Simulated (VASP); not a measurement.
# BaTiO3 in VASP: a series of runs, part 2 of 2

VASP 6.6.1. Earlier steps stand in the parts before.

### Step 4. Single point, r2SCAN (atoms moved along the polar distortion)

POSCAR reads:

```
BaTiO3
1.0
    2.8401263243      1.6397476979      2.3314025156
   -2.8401263243      1.6397476979      2.3314025156
    0.0000000000     -3.2794953957      2.3314025156
Ba Ti O
1 1 3
Direct
   -0.0057798000     -0.0057798000     -0.0057798000
    0.4942202000      0.4942202000      0.4942202000
    0.4942202000      0.9942202000      0.4942202000
    0.4942202000      0.4942202000      0.9942202000
    0.9942202000      0.4942202000      0.4942202000
```

INCAR.step1 reads:

```
SYSTEM = BaTiO3
  PREC = Accurate
  ENCUT = 660
  ISMEAR = 0
  SIGMA = 0.01
  LREAL = .FALSE.
  LASPH = .TRUE.
  NELM = 120
  NBANDS = 28
  GGA = PE
  ALGO = Normal
  EDIFF = 1E-5
  LWAVE = .TRUE.
  LCHARG = .FALSE.
  GGA_COMPAT = .FALSE.
```

INCAR.step2 reads:

```
SYSTEM = BaTiO3
  PREC = Accurate
  ENCUT = 660
  EDIFF = 1E-6
  ISMEAR = 0
  SIGMA = 0.01
  LREAL = .FALSE.
  LASPH = .TRUE.
  NELM = 120
  ALGO = Normal
  ISIF = 2
  LWAVE = .FALSE.
  LCHARG = .FALSE.
  METAGGA = R2SCAN
  LMIXTAU = .TRUE.
  NBANDS = 28
  ISTART = 1
  GGA_COMPAT = .FALSE.
```

KPOINTS reads:

```
regular mesh
0
G
  9 9 9
  0 0 0
```

Potentials or basis: VASP PAW PBE potentials, release 64 (Ba_sv, Ti_sv, O).

Run with:

```bash
> cat potpaw_PBE.64/Ba_sv/POTCAR potpaw_PBE.64/Ti_sv/POTCAR potpaw_PBE.64/O/POTCAR > POTCAR
> cp INCAR.step1 INCAR
> mpirun -np 1 vasp_std > vasp.out
> cp INCAR.step2 INCAR
> mpirun -np 1 vasp_std > vasp.out
```

OUTCAR:

```text
SYSTEM = BaTiO3
   PREC = Accurate
   ENCUT = 660
   EDIFF = 1E-6
   ISMEAR = 0
   LREAL = .FALSE.
   LASPH = .TRUE.
   NELM = 120
   ISIF = 2
   METAGGA = R2SCAN
   ISTART = 1

 ion  position               nearest neighbor table
   1  0.994  0.994  0.994-   3 2.84   5 2.84   5 2.84   3 2.84   4 2.84   4 2.84   5 2.85   3 2.85
                             5 2.85   3 2.85   4 2.85   4 2.85   2 3.48   2 3.48   2 3.48   2 3.48
   2  0.494  0.494  0.494-   4 2.01   4 2.01   5 2.01   3 2.01   3 2.01   5 2.01   1 3.48   1 3.48
                             1 3.48   1 3.48   1 3.48   1 3.48   1 3.50   1 3.50
   3  0.494  0.994  0.494-   2 2.01   2 2.01   1 2.84   1 2.84   1 2.85   1 2.85
   4  0.494  0.494  0.994-   2 2.01   2 2.01   1 2.84   1 2.84   1 2.85   1 2.85
   5  0.994  0.494  0.494-   2 2.01   2 2.01   1 2.84   1 2.84   1 2.85   1 2.85

  LATTYP: Found a trigonal (rhomboedric) cell.
 ALAT       =     4.0237454865
 COS(alpha) =     0.0035757120

  Lattice vectors:

 A1 = (   2.8401263243,   1.6397476979,   2.3314025156)
 A2 = (  -2.8401263243,   1.6397476979,   2.3314025156)
 A3 = (   0.0000000000,  -3.2794953957,   2.3314025156)

Analysis of symmetry for initial positions (statically):
=====================================================================
 Subroutine PRICEL returns:
 Original cell was already a primitive cell.

 Routine SETGRP: Setting up the symmetry group for a
 trigonal (rhombohedral) supercell.

 Subroutine GETGRP returns: Found 12 space group operations
 (whereof  6 operations were pure point group operations)
 out of a pool of 12 trial point group operations.

The static configuration has the point symmetry C_3v.
 The point group associated with its full space group is D_3d.

Analysis of symmetry for dynamics (positions and initial velocities):
=====================================================================
 Subroutine PRICEL returns:
 Original cell was already a primitive cell.

 Routine SETGRP: Setting up the symmetry group for a
 trigonal (rhombohedral) supercell.
[... 128 lines left out ...]
   EFERMI_NEDOS =   21; number of points for ismear=-14 and -15
   IALGO  =     38    algorithm
   IMIX   =      4    mixing-type and parameters
     AMIX     =   0.40;   BMIX     =  1.00
     AMIX_MAG =   1.60;   BMIX_MAG =  1.00
  volume/ion in A,a.u.               =      13.03        87.92
  Fermi-wavevector in a.u.,A,eV,Ry     =   1.391448  2.629456 26.342628  1.936129
  Thomas-Fermi vector in A             =   2.515286
   LORBIT       =      0    0 simple, 1 ext, 2 COOP (PROOUT), +10 PAW based schemes
   METAGGA = R2SCAN    functional components
   LHFCALC =     F    Hartree Fock is set to
   AEXX    =    0.0000 exact exchange contribution
   IVDW    =     0    specifies the selected vdW correction
   LEPSILON=     F    determine dielectric tensor
   LRPA    =     F    only Hartree local field effects (RPA)
 non-spin polarized calculation
 Gauss-broadening in eV      SIGMA  =   0.01
  energy-cutoff  :      660.00
  volume of cell :       65.15
 maximum number of plane-waves:      2524
 NGX is ok and might be reduce to    36
   NGX = 17   NGY = 17   NGZ = 17

 number of electron      40.0000011 magnetization

 Free energy of the ion-electron system (eV)
  ---------------------------------------------------
  ext. energy  EPLUGINS =         0.00000000
  ---------------------------------------------------
  free energy    TOTEN  =       -74.24634181 eV

  energy without entropy =      -74.24634181  energy(sigma->0) =      -74.24634181

 E-fermi :   3.4178     XC(G=0): -11.8278

 val. band max:        3.3722876450   @ k =  -0.4444   0.4444   0.4444
 cond. band min:       5.4983479679   @ k =   0.0000   0.0000   0.0000
 fundamental gap:      2.1260603229
 Fermi energy:         3.4178281400

 k-point     1 :       0.0000    0.0000    0.0000
  band No.  band energies     occupation
      1     -55.5482      2.00000
      2     -30.6985      2.00000
      3     -30.6985      2.00000
      4     -30.6935      2.00000
      5     -22.0992      2.00000
      6     -14.4178      2.00000
[... 733 lines left out ...]
     27      12.0835      0.00000
     28      13.8100      0.00000

 [... further k-points ...]
[... 5 lines left out ...]
  --------------------------------------------------------------------------------------
  -------------------------------------------------------------------------------------
  Total       -0.6899470     -0.6899470     -1.2608897      0.0000000     -0.0000000      0.0000000
  in kB      -16.9684865    -16.9684865    -31.0101946      0.0000000     -0.0000000      0.0000000
  external PRESSURE =     -21.6490558 kB  Pullay stress =       0.0000000 kB

 VOLUME and BASIS-vectors are now :
 -----------------------------------------------------------------------------
  energy-cutoff  :      660.00
  volume of cell :       65.15
      direct lattice vectors                 reciprocal lattice vectors
     2.840126324  1.639747698  2.331402516     0.176048507  0.101641653  0.142975454
    -2.840126324  1.639747698  2.331402516    -0.176048507  0.101641653  0.142975454
     0.000000000 -3.279495396  2.331402516     0.000000000 -0.203283306  0.142975454

 POSITION                                       TOTAL-FORCE (eV/Angst)
 -----------------------------------------------------------------------------------
      0.00000      0.00000      6.95378         0.000000     -0.000000      0.000000
      0.00000      0.00000      3.45668         0.000000      0.000000      0.000000
     -1.42006      0.81987      4.62238         0.000000      0.000000     -0.000000
      0.00000     -1.63975      4.62238         0.000000     -0.000000      0.000000
      1.42006      0.81987      4.62238         0.000000     -0.000000     -0.000000
 -----------------------------------------------------------------------------------
    total drift:                                0.000000     -0.000000      0.000014

  FREE ENERGIE OF THE ION-ELECTRON SYSTEM (eV)
  ---------------------------------------------------
  free  energy   TOTEN  =       -74.2463418057 eV

  energy  without entropy=      -74.2463418057  energy(sigma->0) =      -74.24634181
```

OSZICAR.step1:

```text
N       E                     dE             d eps       ncg     rms          rms(c)
DAV:   1     0.484641930710E+03    0.48464E+03   -0.23980E+04  4760   0.183E+03
DAV:   2     0.374642009368E+01   -0.48090E+03   -0.45812E+03  5284   0.471E+02
DAV:   3    -0.483664954344E+02   -0.52113E+02   -0.51588E+02  6536   0.148E+02
DAV:   4    -0.509846721580E+02   -0.26182E+01   -0.26122E+01  7240   0.286E+01
DAV:   5    -0.510708199816E+02   -0.86148E-01   -0.86132E-01  6396   0.400E+00    0.225E+01
DAV:   6    -0.402264048463E+02    0.10844E+02   -0.58012E+01  6880   0.654E+01    0.985E+00
DAV:   7    -0.401725046784E+02    0.53900E-01   -0.10361E+01  6356   0.231E+01    0.645E+00
DAV:   8    -0.399937757838E+02    0.17873E+00   -0.64632E-01  5876   0.690E+00    0.347E+00
DAV:   9    -0.400299347644E+02   -0.36159E-01   -0.38763E-01  6912   0.538E+00    0.169E+00
DAV:  10    -0.400008229636E+02    0.29112E-01   -0.19844E-01  5580   0.453E+00    0.579E-01
DAV:  11    -0.399958387446E+02    0.49842E-02   -0.22265E-02  6492   0.996E-01    0.157E-01
DAV:  12    -0.399961276466E+02   -0.28890E-03   -0.27212E-03  5800   0.488E-01    0.158E-01
DAV:  13    -0.399958125649E+02    0.31508E-03   -0.10022E-03  5712   0.333E-01    0.255E-02
DAV:  14    -0.399958117795E+02    0.78542E-06   -0.36272E-05  5652   0.427E-02
   1 F= -.39995812E+02 E0= -.39995812E+02  d E =0.000000E+00
```

It took 9.6 min on 1 thread of Oxide Virtual Turin-like, shared host; peak memory 0.34 GiB.

Results:

```yaml
Free_energy: -74.2463 eV
Pressure: -2.2 GPa
Band_gap_on_the_k_mesh: 2.13 eV (least direct gap 2.25 eV)
```

Caveat: the cell differs from its parent crystal (atoms moved along the polar distortion); the PAW data sets were made with another functional, which shifts forces and pressure a little; spin-orbit coupling is left out, which moves the levels of the heavy elements. A k mesh can miss the band edges.

### Step 5. The runs side by side

```tsv
cell	gap on the mesh (eV)	pressure (GPa)	largest force (eV/Å)
as given, atomic positions A	2.18	-1.9	0.19
as given, atomic positions B	2.14	-2.1	0.08
as given, atomic positions C	2.13	-2.2	-
```

Alike in all rows: task single point; level r2SCAN; potentials or basis VASP PAW PBE potentials, release 64 (Ba_sv, Ti_sv, O); no spin polarisation; k mesh 9 × 9 × 9; cutoff (eV) 660; smearing gaussian 0.01 eV.

Caveats: the PAW data sets were made with another functional, which shifts forces and pressure a little; spin-orbit coupling is left out, which moves the levels of the heavy elements.

Total energies depend on the potentials used, so only differences within one code and one set of settings carry meaning.
